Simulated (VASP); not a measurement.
# Hf (P6_3/mmc) in VASP: further runs, part 2 of 2

VASP 6.6.1. Earlier steps stand in the parts before.

**4. Single point, BLYP+D3(BJ)**

This run uses another cell than the first one, of 21.32 Å³/atom, 0.953 times its volume.

Contents of INCAR:

```
SYSTEM = Hf
PREC     = Accurate       ! precision mode
ENCUT    = 520            ! plane-wave cutoff, eV
EDIFF    = 1E-6           ! SCF threshold, eV
ISMEAR   = -1             ! smearing method
SIGMA    = 0.05           ! smearing width, eV
LREAL    = .FALSE.        ! projectors in reciprocal space
LASPH    = .TRUE.         ! aspherical terms in the spheres
NELM     = 60             ! most SCF steps
ALGO     = Normal         ! electronic algorithm
ISIF     = 2              ! what is computed and relaxed
LWAVE    = .FALSE.        ! write WAVECAR
LCHARG   = .FALSE.        ! write CHGCAR
GGA      = B5             ! functional
ALDAX    = 1.0          
AGGAX    = 1.0          
AGGAC    = 1.0          
ALDAC    = 0.0          
IVDW     = 12             ! dispersion correction
VDW_S6   = 1.0          
VDW_S8   = 2.6996       
VDW_A1   = 0.4298       
VDW_A2   = 4.2359       
NBANDS   = 17             ! bands
```

Contents of KPOINTS:

```
Automatic mesh
0
G
  10 10 5
  0 0 0
```

Contents of POSCAR:

```
Hf
1.0
    3.1452184779      0.0000000000      0.0000000000
   -1.5726092389      2.7238391023      0.0000000000
    0.0000000000      0.0000000000      4.9766121725
Hf
2
Direct
    0.6666666667      0.3333333333      0.7500000000
    0.3333333333      0.6666666667      0.2500000000
```

Potentials or basis: VASP PAW PBE potentials, release 64 (Hf_pv).

The run is started by

```console
$ cat potpaw_PBE.64/Hf_pv/POTCAR > POTCAR
$ mpirun -np 1 vasp_std > vasp.out
```

OUTCAR:

```text
SYSTEM = Hf
   PREC = Accurate
   ENCUT = 520
   EDIFF = 1E-6
   ISMEAR = -1
   LREAL = .FALSE.
   LASPH = .TRUE.
   NELM = 60
   ISIF = 2
   GGA = B5
   IVDW = 12
 IVDW          = 12

 ion  position               nearest neighbor table
   1  0.667  0.333  0.750-   2 3.08   2 3.08   2 3.08   2 3.08   2 3.08   2 3.08
   2  0.333  0.667  0.250-   1 3.08   1 3.08   1 3.08   1 3.08   1 3.08   1 3.08

  LATTYP: Found a hexagonal cell.
 ALAT       =     3.1452184779
 C/A-ratio  =     1.5822786898

  Lattice vectors:

 A1 = (   3.1452184779,   0.0000000000,   0.0000000000)
 A2 = (  -1.5726092389,   2.7238391023,   0.0000000000)
 A3 = (   0.0000000000,   0.0000000000,   4.9766121725)

Analysis of symmetry for initial positions (statically):
=====================================================================
 Subroutine PRICEL returns:
 Original cell was already a primitive cell.

 Routine SETGRP: Setting up the symmetry group for a
 hexagonal supercell.

 Subroutine GETGRP returns: Found 24 space group operations
 (whereof 12 operations were pure point group operations)
 out of a pool of 24 trial point group operations.

The static configuration has the point symmetry D_3d.
 The point group associated with its full space group is D_6h.

Analysis of symmetry for dynamics (positions and initial velocities):
=====================================================================
 Subroutine PRICEL returns:
 Original cell was already a primitive cell.

 Routine SETGRP: Setting up the symmetry group for a
 hexagonal supercell.

 Subroutine GETGRP returns: Found 24 space group operations
 (whereof 12 operations were pure point group operations)
 out of a pool of 24 trial point group operations.

The dynamic configuration has the point symmetry D_3d.
 The point group associated with its full space group is D_6h.

 Subroutine INISYM returns: Found 24 space group operations
 (whereof 12 operations are pure point group operations),
 and found     1 'primitive' translations
[... 112 lines left out ...]
   IALGO  =     38    algorithm
   IMIX   =      4    mixing-type and parameters
     AMIX     =   0.40;   BMIX     =  1.00
     AMIX_MAG =   1.60;   BMIX_MAG =  1.00
  volume/ion in A,a.u.               =      21.32       143.86
  Fermi-wavevector in a.u.,A,eV,Ry     =   1.272026  2.403781 22.014924  1.618051
  Thomas-Fermi vector in A             =   2.404927
   LORBIT       =      0    0 simple, 1 ext, 2 COOP (PROOUT), +10 PAW based schemes
   GGA     = B5    functional components
   LHFCALC =     F    Hartree Fock is set to
   AEXX    =    0.0000 exact exchange contribution
   IVDW    =    12    specifies the selected vdW correction
   LEPSILON=     F    determine dielectric tensor
   LRPA    =     F    only Hartree local field effects (RPA)
 non-spin polarized calculation
  energy-cutoff  :      520.00
  volume of cell :       42.63
 maximum number of plane-waves:      1164
 NGX is ok and might be reduce to    24
   NGX = 11   NGY = 11   NGZ = 19

 number of electron      19.9999995 magnetization

 Free energy of the ion-electron system (eV)
  ---------------------------------------------------
  ext. energy  EPLUGINS =         0.00000000
  ---------------------------------------------------
  free energy    TOTEN  =       -17.14994002 eV

  energy without entropy =      -17.14132728  energy(sigma->0) =      -17.14563365

 E-fermi :   5.7672     XC(G=0): -10.9195

 val. band max:        5.7413318285   @ k =   0.1000  -0.0000   0.2000
 cond. band min:       5.7826902461   @ k =   0.0000   0.0000   0.4000
 fundamental gap:      0.0413584176
 Fermi energy:         5.7671503047

 k-point     1 :       0.0000    0.0000    0.0000
  band No.  band energies     occupation
      1     -25.2108      2.00000
      2     -24.3268      2.00000
      3     -24.3268      2.00000
      4     -24.1806      2.00000
      5     -24.1764      2.00000
      6     -24.1764      2.00000
[... 457 lines left out ...]
      4     -24.5289      2.00000
      5     -24.4150      2.00000
      6     -24.3316      2.00000
[... 9 lines left out ...]
     16      11.8958      0.00000
     17      12.7680      0.00000

 [... further k-points ...]

------------------------ aborting loop because EDIFF is reached ----------------------------------------

 Edisp (eV)   -2.36746

 E8    (eV) :    -1.9046

  FORCE on cell =-STRESS in cart. coord.  units (eV):
  Direction    XX          YY          ZZ          XY          YZ          ZX
  --------------------------------------------------------------------------------------
  -------------------------------------------------------------------------------------
  Total       0.03535     0.03535     0.01450     0.00000     0.00000    -0.00000
  in kB       1.32853     1.32853     0.54493     0.00000     0.00000    -0.00000
  external pressure =        1.07 kB  Pullay stress =        0.00 kB

 VOLUME and BASIS-vectors are now :
 -----------------------------------------------------------------------------
  energy-cutoff  :      520.00
  volume of cell :       42.63
      direct lattice vectors                 reciprocal lattice vectors
     3.145218478  0.000000000  0.000000000     0.317942937  0.183564440  0.000000000
    -1.572609239  2.723839102  0.000000000     0.000000000  0.367128880  0.000000000
     0.000000000  0.000000000  4.976612173     0.000000000  0.000000000  0.200939910

 POSITION                                       TOTAL-FORCE (eV/Angst)
 -----------------------------------------------------------------------------------
      1.57261      0.90795      3.73246         0.000000     -0.000000      0.000000
     -0.00000      1.81589      1.24415        -0.000000      0.000000      0.000000
 -----------------------------------------------------------------------------------
    total drift:                               -0.000000      0.000000     -0.000000

  FREE ENERGIE OF THE ION-ELECTRON SYSTEM (eV)
  ---------------------------------------------------
  free  energy   TOTEN  =       -19.5173981665 eV

  energy  without entropy=      -19.5087854352  energy(sigma->0) =      -19.51309180
```

OSZICAR:

```text
N       E                     dE             d eps       ncg     rms          rms(c)
DAV:   1     0.545990427852E+02    0.54599E+02   -0.11367E+04  1428   0.112E+03
DAV:   2    -0.158023692985E+02   -0.70401E+02   -0.68602E+02  1828   0.252E+02
DAV:   3    -0.177171112426E+02   -0.19147E+01   -0.18969E+01  1815   0.276E+01
DAV:   4    -0.177327409202E+02   -0.15630E-01   -0.15619E-01  1792   0.296E+00
DAV:   5    -0.177328886109E+02   -0.14769E-03   -0.14767E-03  1867   0.257E-01    0.636E+01
DAV:   6    -0.172979086696E+02    0.43498E+00   -0.40982E-01  1640   0.431E+00    0.376E+01
DAV:   7    -0.171575618179E+02    0.14035E+00   -0.66239E-01  1697   0.535E+00    0.196E+00
DAV:   8    -0.171498306911E+02    0.77311E-02   -0.44043E-02  1652   0.139E+00    0.139E-01
DAV:   9    -0.171499394624E+02   -0.10877E-03   -0.91644E-04  1913   0.215E-01    0.149E-01
DAV:  10    -0.171499347058E+02    0.47566E-05   -0.69840E-05  1675   0.593E-02    0.175E-01
DAV:  11    -0.171499399593E+02   -0.52535E-05   -0.75280E-06  1849   0.176E-02    0.806E-03
DAV:  12    -0.171499400157E+02   -0.56413E-07   -0.17581E-07   958   0.287E-03
   1 F= -.19517398E+02 E0= -.19513092E+02  d E =-.861273E-02
```

Wall time 13 s (1 thread of Intel Xeon 6975P-C (Granite Rapids), shared host); peak memory 0.18 GiB.

Results:

| Property | Result |
| --- | --- |
| Free energy | -19.5174 eV |
| Pressure | 0.1 GPa |
| Band gap on the k mesh | zero (band 10 reaches 6.88 eV, above the bottom of band 11 at 5.42 eV) |
| Dispersion energy per atom | -1.184 eV |

Caveat: the PAW data sets were made with another functional, which shifts forces and pressure a little; spin-orbit coupling is left out, which moves the levels of the heavy elements; pairwise dispersion overbinds metals, which lowers pressure and volume.

**5. Single point, PBE+D3(BJ)**

This run uses another cell than the first one, of 21.81 Å³/atom, 0.975 times its volume.

Contents of INCAR:

```
SYSTEM = Hf
PREC = Accurate ; ENCUT = 520
EDIFF = 1E-6 ; ISMEAR = -1
SIGMA = 0.05 ; LREAL = .False.
LASPH = .True. ; NELM = 80
ALGO = Normal ; ISIF = 2
LWAVE = .False. ; LCHARG = .False.
GGA = PE ; IVDW = 12
NBANDS = 17
```

Contents of KPOINTS:

```
Automatic mesh
0
Gamma
  10 10 5
  0 0 0
```

Contents of POSCAR:

```
Hf
1.0
    3.1707743215      0.0000000000      0.0000000000
   -1.5853871608      2.7459711121      0.0000000000
    0.0000000000      0.0000000000      5.0098470309
Hf
2
Direct
    0.6666666667      0.3333333333      0.7500000000
    0.3333333333      0.6666666667      0.2500000000
```

The run is started by

```console
$ cat potpaw_PBE.64/Hf_pv/POTCAR > POTCAR
$ mpirun -np 1 vasp_std > vasp.out
```

Wall time 8.7 s (1 thread of Intel Xeon 6975P-C (Granite Rapids), shared host); peak memory 0.18 GiB.

Results (log left out):

```
Free energy                : -20.7683 eV
Pressure                   : -0.4 GPa
Band gap on the k mesh     : zero (band 10 reaches 6.28 eV, above the bottom of band 11 at 4.76 eV)
Dispersion energy per atom : -0.462 eV
```

Stress tensor (GPa, compression positive):
```
-0.40  0.00  0.00
 0.00 -0.40  0.00
 0.00  0.00 -0.51
```

Levels at points of the mesh, in eV from the Fermi level:
| k point | band 8 | band 9 | band 10 | band 11 | band 12 | band 13 |
| --- | --- | --- | --- | --- | --- | --- |
| (0.00, 0.00, 0.00) | -3.77 | 0.76 | 1.20 | 1.20 | 1.51 | 2.06 |
| (0.50, 0.00, 0.00) | -2.82 | -2.29 | -0.75 | 0.80 | 0.93 | 1.76 |

Caveat: spin-orbit coupling is left out, which moves the levels of the heavy elements; pairwise dispersion overbinds metals, which lowers pressure and volume.

**6. The runs side by side**

| level | spin | cell | k mesh | cutoff (eV) | smearing | gap on the mesh (eV) | pressure (GPa) |
| --- | --- | --- | --- | --- | --- | --- | --- |
| BLYP+D3(BJ) | non-collinear, zero start, SOC | a = 3.197, b = 3.197, c = 5.058 Å, angles 90.0, 90.0, 120.0°, 2 atoms | 7 × 7 × 4 | 500 | methfessel-paxton 0.2 eV | - | -5.0 |
| PBEsol+D3(BJ) | off | a = 3.121, b = 3.121, c = 4.938 Å, angles 90.0, 90.0, 120.0°, 2 atoms | 10 × 10 × 5 | 520 | fermi-dirac 0.05 eV | none | -0.4 |
| BLYP+D3(BJ) | off | a = 3.145, b = 3.145, c = 4.977 Å, angles 90.0, 90.0, 120.0°, 2 atoms | 10 × 10 × 5 | 520 | fermi-dirac 0.05 eV | none | 0.1 |
| PBE+D3(BJ) | off | a = 3.171, b = 3.171, c = 5.010 Å, angles 90.0, 90.0, 120.0°, 2 atoms | 10 × 10 × 5 | 520 | fermi-dirac 0.05 eV | none | -0.4 |

Alike in all rows: task single point; potentials or basis VASP PAW PBE potentials, release 64 (Hf_pv).

Caveats: the PAW data sets were made with another functional, which shifts forces and pressure a little (some runs); spin-orbit coupling is left out, which moves the levels of the heavy elements (some runs); pairwise dispersion overbinds metals, which lowers pressure and volume (some runs).

Total energies depend on the potentials used, so only differences within one code and one set of settings carry meaning.
